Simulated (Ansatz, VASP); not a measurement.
# Rh: VASP beside Ansatz

Contents of INCAR:

```
PREC = Accurate
ENCUT = 520
EDIFF = 1E-6
ISMEAR = -1
SIGMA = 0.1
LREAL = F
LASPH = T
NELM = 80
ALGO = Normal
ISIF = 2
LWAVE = F
LCHARG = F
GGA = RE
NBANDS = 38
```

Contents of KPOINTS:

```
Automatic mesh
0
Gamma
  15 15 4
```

POSCAR

```
Rh
1.0
    2.7245277080      0.0000000000      0.0000000000
   -1.3622638540      2.3595102085      0.0000000000
    0.0000000000      0.0000000000      8.8849475937
Rh
4
Direct
    0.0000000000      0.0000000000      0.0000000000
    1.0000000000      0.0000000000      0.5000000000
    0.3333333333      0.6666666667      0.2500000000
    0.6666666667      0.3333333333      0.7500000000
```

Input for Ansatz:

```yaml
crystal:
  lattice:
    - [2.724527708, 0.0, 0.0]
    - [-1.362263854, 2.3595102085, 0.0]
    - [0.0, 0.0, 8.8849475937]
  atoms:
    - { symbol: Rh, position: [0.0, 0.0, 0.0] }
    - { symbol: Rh, position: [1.0, 0.0, 0.5] }
    - { symbol: Rh, position: [0.3333333333, 0.6666666667, 0.25] }
    - { symbol: Rh, position: [0.6666666667, 0.3333333333, 0.75] }
hamiltonian:
  xc: revpbe
  pseudopotentials:
    kind: paw
    azcp:
      Rh: "pseudopotentials/Rh.paw.azcp"
basis:
  ecutwfc: 420
  fft_grid_basis: typed
kpoints:
  mp_grid: { grid: [15, 15, 4], shift: [0, 0, 0] }
magnetization:
  spin_polarized: false
scf:
  occupations: { method: fermi_dirac, width: 0.1 }
  lower_state_search: "off"
output:
  stress: true
```

Alike in both runs: task single point; functional revPBE; k mesh 15 × 15 × 4; occupations fermi-dirac, width 0.1 eV; no spin polarisation.

```csv
,VASP,Ansatz
version,VASP 6.6.1,Ansatz 0.2.0
potentials or method,"VASP PAW PBE potentials, release 64 (Rh_pv), cutoff 520 eV","plane waves (420 eV) with PAW, scalar-relativistic"
valence electrons in the cell,60,68
```

|  | VASP | Ansatz | Ansatz less VASP |
| --- | --- | --- | --- |
| pressure (GPa) | 0.1 | 0.0 | -0.11 |

VASP's potentials were made for PBE, not for revPBE. With one functional, cell and mesh, what is left measures potentials, basis and numerics. VASP's potentials hold 60 valence electrons a cell and Ansatz's 68, so a difference there can come from the potentials and not from the codes.
